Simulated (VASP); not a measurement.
Here is a VASP 6.6.1 calculation.

POSCAR

```
FePt
1.0
    2.7235000000      0.0000000000      0.0000000000
    0.0000000000      2.7235000000      0.0000000000
    0.0000000000      0.0000000000      3.7200000000
Pt Fe
1 1
Direct
    0.5000000000      0.5000000000      0.5000000000
    0.0000000000      0.0000000000      0.0000000000
```

INCAR.step1

```
PREC     = Accurate       # precision mode
ENCUT    = 520            # plane-wave cutoff, eV
EDIFF    = 1E-7           # SCF threshold, eV
ISMEAR   = -1             # smearing method
SIGMA    = 0.05           # smearing width, eV
LREAL    = F              # projectors in reciprocal space
LASPH    = T              # aspherical terms in the spheres
NELM     = 150            # most SCF steps
ALGO     = Normal         # electronic algorithm
ISIF     = 2              # what is computed and relaxed
LWAVE    = F              # write WAVECAR
LCHARG   = T              # write CHGCAR
ISPIN    = 2              # spin polarisation
MAGMOM   = 0 3            # initial moments
LMAXMIX  = 4              # l up to which the mixer works
GGA      = PS             # functional
NBANDS   = 20             # bands
```

The input KPOINTS.step1:

```
regular mesh
0
Gamma
  6 6 4
```

Contents of INCAR.step2:

```
PREC     = Accurate       # precision mode
ENCUT    = 520            # plane-wave cutoff, eV
EDIFF    = 1E-7           # SCF threshold, eV
ISMEAR   = -5             # smearing method
SIGMA    = 0.05           # smearing width, eV
LREAL    = F              # projectors in reciprocal space
LASPH    = T              # aspherical terms in the spheres
NELM     = 150            # most SCF steps
ALGO     = Normal         # electronic algorithm
ISIF     = 2              # what is computed and relaxed
LWAVE    = F              # write WAVECAR
LCHARG   = F              # write CHGCAR
ISPIN    = 2              # spin polarisation
MAGMOM   = 0 3            # initial moments
LORBIT   = 10             # projections on sites
LMAXMIX  = 4              # l up to which the mixer works
GGA      = PS             # functional
NEDOS    = 2001           # points of the DOS
ICHARG   = 11             # starting density
```

File KPOINTS.step2:

```
regular mesh
0
Gamma
  9 9 6
```

Potentials or basis: VASP PAW PBE potentials, release 64 (Pt, Fe).

Run with:

```sh
$ cat potpaw_PBE.64/Pt/POTCAR potpaw_PBE.64/Fe/POTCAR > POTCAR
$ cp INCAR.step1 INCAR
$ cp KPOINTS.step1 KPOINTS
$ mpirun -np 1 vasp_std > vasp.out
$ cp INCAR.step2 INCAR
$ cp KPOINTS.step2 KPOINTS
$ mpirun -np 1 vasp_std > vasp.out
```

What does it give for the net moment?

3.28 μB per cell.

What does it give for the site moments?

Pt +0.31; Fe +2.89 μB.

Caveat: the k points lie up to 0.42 Å⁻¹ apart.
